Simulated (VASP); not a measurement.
A run of VASP 6.6.1 is set up as follows.

File INCAR:

```
SYSTEM = InGa3P4
PREC = Accurate ; ENCUT = 600
EDIFF = 1E-6 ; ISMEAR = -1
SIGMA = 0.02 ; LREAL = .FALSE.
LASPH = .TRUE. ; NELM = 80
ALGO = Normal ; ISIF = 3
LWAVE = .FALSE. ; LCHARG = .FALSE.
GGA = PE ; IBRION = 2
NSW = 80 ; EDIFFG = -0.005
```

KPOINTS

```
Automatic mesh
0
G
  6 6 6
  0 0 0
```

File POSCAR:

```
InGa3P4
1.0
   -2.6617290785      2.6617290785      5.3234581571
    2.6617290785     -2.6617290785      5.3234581571
    2.6617290785      2.6617290785     -5.3234581571
Ga P In
3 4 1
Direct
    0.7500000000      0.2500000000      0.5000000000
    0.5000000000      0.5000000000      0.0000000000
    0.2500000000      0.7500000000      0.5000000000
    0.1250000000      0.6250000000      0.0000000000
    0.8750000000      0.8750000000      0.5000000000
    0.6250000000      0.1250000000      0.0000000000
    0.3750000000      0.3750000000      0.5000000000
    0.0000000000      0.0000000000      0.0000000000
```

Potentials or basis: VASP PAW PBE potentials, release 64 (Ga_d, P, In_d).

Run with:

```bash
$ cat potpaw_PBE.64/Ga_d/POTCAR potpaw_PBE.64/P/POTCAR potpaw_PBE.64/In_d/POTCAR > POTCAR
$ mpirun -np 1 vasp_std > vasp.out
```

Question: Predict the relaxed cell.

Answer: a = 6.875 Å, b = 6.875 Å, c = 6.875 Å, α = 131.75°, β = 131.75°, γ = 70.62°.

Question: Predict the band gap on the k mesh.

Answer: 1.15 eV.

Final structure:
```
CELL_PARAMETERS angstrom
-2.80990 2.80990 5.61023
2.80990 -2.80990 5.61023
2.80990 2.80990 -5.61023
ATOMIC_POSITIONS crystal
Ga 0.75000 0.25000 0.50000
Ga 0.50000 0.50000 0.00000
Ga 0.25000 0.75000 0.50000
P 0.13293 0.60690 0.00000
P 0.86707 0.86707 0.47396
P 0.60690 0.13293 0.00000
P 0.39310 0.39310 0.52604
In 0.00000 0.00000 0.00000
```

Caveat: spin-orbit coupling is left out, which moves the levels of the heavy elements. A k mesh can miss the band edges.
